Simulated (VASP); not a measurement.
**Ti12PO23 (a cell with a defect) (Rutile): single point with PBE**

Crystal: Ti12PO23 (a cell with a defect) (Rutile).

```xyz
36
Lattice="4.5922 4.5922 0.0000 -4.5922 4.5922 0.0000 0.0000 0.0000 8.8722" Properties=species:S:1:pos:R:3 pbc="T T T"
Ti   -0.1851   -0.1851    0.0000
Ti    0.0504    0.0504    2.9644
Ti    0.0504    0.0504    5.9078
Ti    0.0007    4.5929    0.0000
Ti   -0.0018    4.5904    2.9602
Ti   -0.0018    4.5904    5.9120
Ti    2.4365    2.4365    1.6001
Ti    2.2783    2.2783    4.4361
Ti    2.4365    2.4365    7.2721
Ti   -2.3204    2.2718    1.4931
Ti   -2.2783    2.3139    4.4361
Ti   -2.3204    2.2718    7.3791
P     1.3185    1.3185    0.0000
O     1.4009    1.4009    2.9412
O     1.4009    1.4009    5.9310
O     1.4023    5.9945    0.0000
O     1.4072    5.9994    3.0213
O     1.4072    5.9994    5.8509
O     0.9520    3.7711    1.4984
O     0.8690    3.6682    4.4361
O     0.9520    3.7711    7.3738
O    -3.7913    3.5742    1.5243
O    -3.6291    3.7417    4.4361
O    -3.7913    3.5742    7.3479
O     3.1020    3.1020    0.0000
O     3.2356    3.2356    3.1249
O     3.2356    3.2356    5.7473
O    -1.3863    3.2059    0.0000
O    -1.3889    3.2033    2.9029
O    -1.3889    3.2033    5.9693
O    -0.8211    5.5442    1.4984
O    -0.9240    5.4612    4.4361
O    -0.8211    5.5442    7.3738
O    -1.0180    0.8009    1.5243
O    -0.8505    0.9631    4.4361
O    -1.0180    0.8009    7.3479
```

| Property | Result |
| --- | --- |
| Program | VASP 6.6.1 |
| Task | single point |
| Functional | PBE |
| Potentials or basis | VASP PAW PBE potentials, release 64 (Ti_sv, P, O) |
| Cutoff | 520 eV |
| k mesh | 3 × 3 × 2 |
| Occupations | fermi-dirac, width 0.01 eV |
| Spin | no spin polarisation |

```
Largest force : 0.069 eV/Å
```

Forces in eV/Å, atoms in the order of the input:
```
Ti   0.049  0.049  0.000
Ti  -0.016 -0.016  0.016
Ti  -0.016 -0.016 -0.016
Ti  -0.001 -0.001  0.000
Ti   0.001  0.001  0.009
Ti   0.001  0.001 -0.009
Ti  -0.031 -0.031 -0.025
Ti  -0.021 -0.021  0.000
Ti  -0.031 -0.031  0.025
Ti   0.003  0.003  0.008
Ti   0.013  0.013  0.000
Ti   0.003  0.003 -0.008
P    0.006  0.006  0.000
O   -0.001 -0.001 -0.014
O   -0.001 -0.001  0.014
O   -0.020 -0.020  0.000
O   -0.019 -0.019 -0.005
O   -0.019 -0.019  0.005
O    0.034 -0.030 -0.011
O    0.019 -0.025  0.000
O    0.034 -0.030  0.011
O    0.002 -0.014 -0.016
O    0.017 -0.009  0.000
O    0.002 -0.014  0.016
O    0.000  0.000  0.000
O    0.037  0.037  0.012
O    0.037  0.037 -0.012
O    0.008  0.008  0.000
O    0.015  0.015  0.002
O    0.015  0.015 -0.002
O   -0.030  0.034 -0.011
O   -0.025  0.019  0.000
O   -0.030  0.034  0.011
O   -0.014  0.002 -0.016
O   -0.009  0.017  0.000
O   -0.014  0.002  0.016
```

Levels at points of the mesh, in eV from the Fermi level:
```tsv
k point	band 141	band 142	band 143	band 144	band 145	band 146	band 147	band 148
(0.00, 0.00, 0.00)	-1.91	-0.51	-0.51	-0.34	0.21	0.34	0.47	0.71
(0.00, 0.00, 0.50)	-1.89	-1.03	-0.47	-0.30	0.64	0.65	0.68	0.70
```

Wall time 15 min on 1 thread of Intel(R) Xeon(R) Platinum 8488C (Sapphire Rapids), with other jobs on the host, peak memory 0.58 GiB.

Caveat: the cell carries a net charge on a neutralising background, which shifts energy and pressure; the cell is charged against a uniform background, so pressure and absolute levels hang on convention.
